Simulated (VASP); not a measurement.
# Pt (C2/m) in VASP: a series of runs, part 2 of 2

VASP 6.6.1.

## 4. Single point, PBE

This run uses another cell than the first one, of 15.82 Å³/atom.

INCAR

```
SYSTEM = Pt
PREC = Accurate
ENCUT = 520
EDIFF = 1E-6
ISMEAR = 0
SIGMA = 0.15
LREAL = .False.
LASPH = .True.
NELM = 100
ALGO = Fast
ISIF = 2
LWAVE = .False.
LCHARG = .False.
GGA = PE
NBANDS = 39
LUSENCCL = .False.
```

KPOINTS

```
Automatic mesh
0
Gamma
  14 14 5
  0 0 0
```

POSCAR

```
Pt
1.0
   -3.1627959429      0.0000000000      0.0000000000
    0.0000000000     -3.1627959429      0.0000000000
   -0.5271326571     -0.5271326571      9.4883878288
Pt
6
Direct
    0.4861138889      0.4861138889      0.0833166667
   -0.1527750000     -0.1527750000      0.9166500000
    0.4305583333      0.4305583333      0.4166500000
   -0.0416638889     -0.0416638889      0.2499833333
    0.3750027778      0.3750027778      0.7499833333
   -0.0972194444     -0.0972194444      0.5833166667
```

Potentials or basis: VASP PAW PBE potentials, release 64 (Pt).

Launch:

```console
$ cat potpaw_PBE.64/Pt/POTCAR > POTCAR
$ mpirun -np 1 vasp_std > vasp.out
```

OUTCAR:

```text
SYSTEM = Pt
   PREC = Accurate
   ENCUT = 520
   EDIFF = 1E-6
   ISMEAR = 0
   LREAL = .False.
   LASPH = .True.
   NELM = 100
   ISIF = 2
   GGA = PE

 ion  position               nearest neighbor table
   1  0.486  0.486  0.083-   2 2.17   4 2.74   4 2.74   4 2.74   4 2.74   2 2.84   2 2.84   3 3.16
                             5 3.25   2 3.38
   2  0.847  0.847  0.917-   1 2.17   5 2.74   5 2.74   5 2.74   5 2.74   1 2.84   1 2.84   6 3.16
                             4 3.25   1 3.38
   3  0.431  0.431  0.417-   6 2.74   4 2.74   4 2.74   4 2.74   6 2.74   6 2.74   4 2.74   6 2.74
                             1 3.16   5 3.16
   4  0.958  0.958  0.250-   1 2.74   1 2.74   1 2.74   1 2.74   3 2.74   3 2.74   3 2.74   3 2.74
                             6 3.16   2 3.25
   5  0.375  0.375  0.750-   6 2.74   6 2.74   6 2.74   6 2.74   2 2.74   2 2.74   2 2.74   2 2.74
                             3 3.16   1 3.25
   6  0.903  0.903  0.583-   5 2.74   5 2.74   5 2.74   5 2.74   3 2.74   3 2.74   3 2.74   3 2.74
                             2 3.16   4 3.16

  LATTYP: Found a base centered monoclinic cell.
 ALAT       =     4.4728689175
 B/A-ratio  =     1.0000000000
 C/A-ratio  =     2.1278575558
 COS(beta)  =    -0.0783260450

  Lattice vectors:

 A1 = (   3.1627959429,  -0.0000000000,   0.0000000000)
 A2 = (  -0.0000000000,   3.1627959429,   0.0000000000)
 A3 = (  -0.5271326571,  -0.5271326571,   9.4883878288)

Analysis of symmetry for initial positions (statically):
=====================================================================
 Subroutine PRICEL returns:
 Original cell was already a primitive cell.

 Routine SETGRP: Setting up the symmetry group for a
 base centered monoclinic supercell.

 Subroutine GETGRP returns: Found  4 space group operations
 (whereof  2 operations were pure point group operations)
 out of a pool of  4 trial point group operations.

The static configuration has the point symmetry C_1h.
 The point group associated with its full space group is C_2h.

Analysis of symmetry for dynamics (positions and initial velocities):
=====================================================================
 Subroutine PRICEL returns:
 Original cell was already a primitive cell.

 Routine SETGRP: Setting up the symmetry group for a
 base centered monoclinic supercell.

 Subroutine GETGRP returns: Found  4 space group operations
 (whereof  2 operations were pure point group operations)
 out of a pool of  4 trial point group operations.

The dynamic configuration has the point symmetry C_1h.
 The point group associated with its full space group is C_2h.

 Subroutine INISYM returns: Found  4 space group operations
 (whereof  2 operations are pure point group operations),
 and found     1 'primitive' translations

----------------------------------------------------------------------------------------

                                     Primitive cell

  volume of cell :      94.9150

  direct lattice vectors                    reciprocal lattice vectors
    -3.162795943  0.000000000  0.000000000    -0.316175946 -0.000000000 -0.017565330
     0.000000000 -3.162795943  0.000000000    -0.000000000 -0.316175946 -0.017565330
    -0.527132657 -0.527132657  9.488387829     0.000000000  0.000000000  0.105391982

  length of vectors
     3.162795943  3.162795943  9.517627922     0.316663496  0.316663496  0.105391982

  position of ions in fractional coordinates (direct lattice)
[... 49 lines left out ...]
  0.357143  0.000000  0.000000      4.000000
[... 16 lines left out ...]
  0.214286  0.142857  0.000000      4.000000
  0.285714  0.142857  0.000000      4.000000
 [... further k-points ...]
   k-points           NKPTS =    267   k-points in BZ     NKDIM =    267   number of bands    NBANDS=     39
   number of dos      NEDOS =    301   number of ions     NIONS =      6
   total plane-waves  NPLWV =  41472
   dimension x,y,z NGX =    24 NGY =   24 NGZ =   72
   dimension x,y,z NGXF=    48 NGYF=   48 NGZF=  144
   ions per type =               6
   NGX,Y,Z   is equivalent  to a cutoff of  12.62, 12.62, 12.58 a.u.
   NGXF,Y,Z  is equivalent  to a cutoff of  25.23, 25.23, 25.15 a.u.
 SYSTEM =  Pt
   PREC   = accura    normal or accurate (medium, high low for compatibility)
   ISTART =      0    job   : 0-new  1-cont  2-samecut
   ICHARG =      2    charge: 1-file 2-atom 10-const
   ISPIN  =      1    spin polarized calculation?
   LNONCOLLINEAR =      F non collinear calculations
   LSORBIT =      F    spin-orbit coupling
   LASPH  =      T    aspherical Exc in radial PAW
   ENCUT  =  520.0 eV  38.22 Ry    6.18 a.u.   5.88  5.88 17.70*2*pi/ulx,y,z
   NELM   =    100;   NELMIN=  2; NELMDL= -5     # of ELM steps
   EDIFF  = 0.1E-05   stopping-criterion for ELM
   LREAL  =      F    real-space projection
   EDIFFG = 0.1E-04   stopping-criterion for IOM
   NSW    =      0    number of steps for IOM
   IBRION =     -1    ionic relax: 0-MD 1-quasi-New 2-CG
   NFREE  =      0    steps in history (QN), initial steepest desc. (CG)
   ISIF   =      2    stress and relaxation
   ISYM   =      2    0-nonsym 1-usesym 2-fastsym
   POTIM  = 0.5000    time-step for ionic-motion
   TEBEG  =    0.0;   TEEND  =   0.0 temperature during run
   PSTRESS=    0.0 pullay stress
   NELECT =      60.0000    total number of electrons
   NUPDOWN=      -1.0000    fix difference up-down
   EMIN   =  10.00;   EMAX   =-10.00  energy-range for DOS
   EFERMI =   0.00;   METHOD = LEGACY
   ISMEAR =     0;   SIGMA  =   0.15  broadening in eV -4-tet -1-fermi 0-gaus
   EFERMI_NEDOS =   21; number of points for ismear=-14 and -15
   IALGO  =     68    algorithm
   IMIX   =      4    mixing-type and parameters
     AMIX     =   0.40;   BMIX     =  1.00
     AMIX_MAG =   1.60;   BMIX_MAG =  1.00
  volume/ion in A,a.u.               =      15.82       106.75
  Fermi-wavevector in a.u.,A,eV,Ry     =   1.405013  2.655089 26.858735  1.974061
  Thomas-Fermi vector in A             =   2.527517
   LORBIT       =      0    0 simple, 1 ext, 2 COOP (PROOUT), +10 PAW based schemes
   GGA     = PE    functional components
   LHFCALC =     F    Hartree Fock is set to
   AEXX    =    0.0000 exact exchange contribution
   IVDW    =     0    specifies the selected vdW correction
   LEPSILON=     F    determine dielectric tensor
   LRPA    =     F    only Hartree local field effects (RPA)
 non-spin polarized calculation
 RMM-DIIS sequential band-by-band and
 Gauss-broadening in eV      SIGMA  =   0.15
  energy-cutoff  :      520.00
  volume of cell :       94.91
 maximum number of plane-waves:      2585
   NGX = 11   NGY = 11   NGZ = 35

 number of electron      60.0000008 magnetization

 Free energy of the ion-electron system (eV)
  ---------------------------------------------------
  ext. energy  EPLUGINS =         0.00000000
  ---------------------------------------------------
  free energy    TOTEN  =       -34.33228281 eV

  energy without entropy =      -34.25810666  energy(sigma->0) =      -34.29519473

 E-fermi :  10.3035     XC(G=0): -13.1691

 val. band max:       10.3019730992   @ k =   0.5000   0.2857   0.0000
 cond. band min:      10.3038312362   @ k =  -0.1429   0.2857   0.2000
 fundamental gap:      0.0018581370
 Fermi energy:        10.3035200897

 k-point     1 :       0.0000    0.0000    0.0000
  band No.  band energies     occupation
      1       0.6968      2.00000
      2       2.7824      2.00000
      3       2.8094      2.00000
      4       3.8452      2.00000
      5       3.8660      2.00000
      6       4.4891      2.00000
[... 997 lines left out ...]
     38      17.1357      0.00000
     39      19.1551      0.00000

 [... further k-points ...]

------------------------ aborting loop because EDIFF is reached ----------------------------------------

  FORCE on cell =-STRESS in cart. coord.  units (eV):
  Direction    XX          YY          ZZ          XY          YZ          ZX
  --------------------------------------------------------------------------------------
  -------------------------------------------------------------------------------------
  Total        4.2993665      4.2993665     10.1954741      5.3809341      7.5792754      7.5792768
  in kB       72.5738684     72.5738684    172.1009368     90.8308709    127.9391608    127.9391848
  external PRESSURE =     105.7495578 kB  Pullay stress =       0.0000000 kB

 VOLUME and BASIS-vectors are now :
 -----------------------------------------------------------------------------
  energy-cutoff  :      520.00
  volume of cell :       94.91
      direct lattice vectors                 reciprocal lattice vectors
    -3.162795943  0.000000000  0.000000000    -0.316175946 -0.000000000 -0.017565330
     0.000000000 -3.162795943  0.000000000    -0.000000000 -0.316175946 -0.017565330
    -0.527132657 -0.527132657  9.488387829     0.000000000  0.000000000  0.105391982

 POSITION                                       TOTAL-FORCE (eV/Angst)
 -----------------------------------------------------------------------------------
     -1.58140     -1.58140      0.79054         4.097764      4.097764      5.955832
     -3.16280     -3.16280      8.69753        -4.097764     -4.097764     -5.955832
     -1.58140     -1.58140      3.95334         0.038167      0.038167     -0.050084
     -3.16280     -3.16280      2.37194         0.025723      0.025723      0.209278
     -1.58140     -1.58140      7.11613        -0.025723     -0.025723     -0.209278
     -3.16280     -3.16280      5.53473        -0.038167     -0.038167      0.050084
 -----------------------------------------------------------------------------------
    total drift:                                0.000000      0.000000      0.000000

  FREE ENERGIE OF THE ION-ELECTRON SYSTEM (eV)
  ---------------------------------------------------
  free  energy   TOTEN  =       -34.3322828065 eV

  energy  without entropy=      -34.2581066573  energy(sigma->0) =      -34.29519473
```

OSZICAR:

```text
N       E                     dE             d eps       ncg     rms          rms(c)
DAV:   1     0.379231681514E+03    0.37923E+03   -0.30726E+04 20826   0.149E+03
DAV:   2    -0.237886218900E+02   -0.40302E+03   -0.38171E+03 22690   0.327E+02
DAV:   3    -0.363455358394E+02   -0.12557E+02   -0.12160E+02 23670   0.553E+01
DAV:   4    -0.364834842755E+02   -0.13795E+00   -0.13778E+00 22485   0.577E+00
DAV:   5    -0.364853193073E+02   -0.18350E-02   -0.18342E-02 24021   0.678E-01    0.296E+01
RMM:   6    -0.349049449944E+02    0.15804E+01   -0.40273E+00 21140   0.106E+01    0.188E+01
RMM:   7    -0.385269447588E+02   -0.36220E+01   -0.40818E+00 23391   0.876E+00    0.204E+01
RMM:   8    -0.344771075768E+02    0.40498E+01   -0.22465E+00 22592   0.693E+00    0.302E+00
RMM:   9    -0.345219531996E+02   -0.44846E-01   -0.77065E-01 21407   0.390E+00    0.399E+00
RMM:  10    -0.343391661197E+02    0.18279E+00   -0.14163E-01 21036   0.182E+00    0.952E-01
RMM:  11    -0.343330309424E+02    0.61352E-02   -0.40453E-02 21859   0.744E-01    0.301E-01
RMM:  12    -0.343323182421E+02    0.71270E-03   -0.34038E-03 22093   0.281E-01    0.122E-01
RMM:  13    -0.343322953274E+02    0.22915E-04   -0.68429E-04 23076   0.111E-01    0.502E-02
RMM:  14    -0.343322842225E+02    0.11105E-04   -0.11660E-04 22600   0.447E-02    0.167E-02
RMM:  15    -0.343322834323E+02    0.79013E-06   -0.27539E-05 22696   0.182E-02    0.988E-03
RMM:  16    -0.343322828065E+02    0.62588E-06   -0.74989E-06 20341   0.124E-02
   1 F= -.34332283E+02 E0= -.34295195E+02  d E =-.741761E-01
```

stdout:

```text
Offloading initialized ...    1 GPUs detected
 POSCAR found type information on POSCAR Pt
 POSCAR found :  1 types and       6 ions
 scaLAPACK will be used selectively (only on CPU)
 LDA part: xc-table for (Slater+PW92), standard interpolation
 POSCAR, INCAR and KPOINTS ok, starting setup
 FFT: planning ... GRIDC
 FFT: planning ... GRID_SOFT
 FFT: planning ... GRID
 WAVECAR not read
 entering main loop
```

It took 15 min on 1 × NVIDIA H100 80GB with 1 thread of AMD EPYC 7R13 (Zen 3), shared host; peak memory 1.8 GiB.

What came out:

```yaml
Free_energy: -34.3323 eV
Pressure: 10.6 GPa
Largest_force: 8.310 eV/Å
Band_gap_on_the_k_mesh: zero (bands 30 and 31 overlap by 0.83 eV)
```

Forces in eV/Å, atoms in the order of the input:
```
Pt   4.098  4.098  5.956
Pt  -4.098 -4.098 -5.956
Pt   0.038  0.038 -0.050
Pt   0.026  0.026  0.209
Pt  -0.026 -0.026 -0.209
Pt  -0.038 -0.038  0.050
```

Levels at points of the mesh, in eV from the Fermi level:
| k point | band 28 | band 29 | band 30 | band 31 | band 32 | band 33 |
| --- | --- | --- | --- | --- | --- | --- |
| (0.00, 0.00, 0.00) | -0.61 | -0.61 | -0.22 | 0.21 | 0.25 | 0.68 |
| (0.50, 0.00, 0.00) | -0.11 | 0.18 | 0.20 | 0.33 | 0.52 | 0.53 |
| (0.50, 0.50, 0.00) | -0.52 | 0.17 | 0.58 | 0.79 | 0.94 | 3.99 |

Caveat: the stress differs along the axes, from 7 to 17 GPa; spin-orbit coupling is left out, which moves the levels of the heavy elements; forces of over 1 eV/Å act on the atoms, so gaps and moduli don't describe the material at rest.

## 5. Summary

```tsv
cell	gap on the mesh (eV)	pressure (GPa)	largest force (eV/Å)
a = 3.163, b = 3.163, c = 9.268 Å, angles 86.7, 86.7, 90.0°, 6 atoms	none	26.8	17.86
a = 3.163, b = 3.163, c = 9.605 Å, angles 83.7, 83.7, 90.0°, 6 atoms	none	40.0	37.71
a = 3.163, b = 3.163, c = 9.518 Å, angles 86.8, 86.8, 90.0°, 6 atoms	none	10.6	8.31
```

Alike in all rows: task single point; level PBE; potentials or basis VASP PAW PBE potentials, release 64 (Pt); no spin polarisation; k mesh 14 × 14 × 5; cutoff (eV) 520; smearing gaussian 0.15 eV.

Caveats: spin-orbit coupling is left out, which moves the levels of the heavy elements; forces of over 1 eV/Å act on the atoms, so gaps and moduli don't describe the material at rest; the stress differs along the axes, from 23 to 33 GPa (at least some runs); atoms lie so close that the PAW spheres overlap strongly, which falsifies energies and pressures (at least some runs); the stress differs along the axes, from 14 to 92 GPa (at least some runs); the stress differs along the axes, from 7 to 17 GPa (at least some runs).

Total energies depend on the potentials used, so only differences within one code and one set of settings carry meaning.
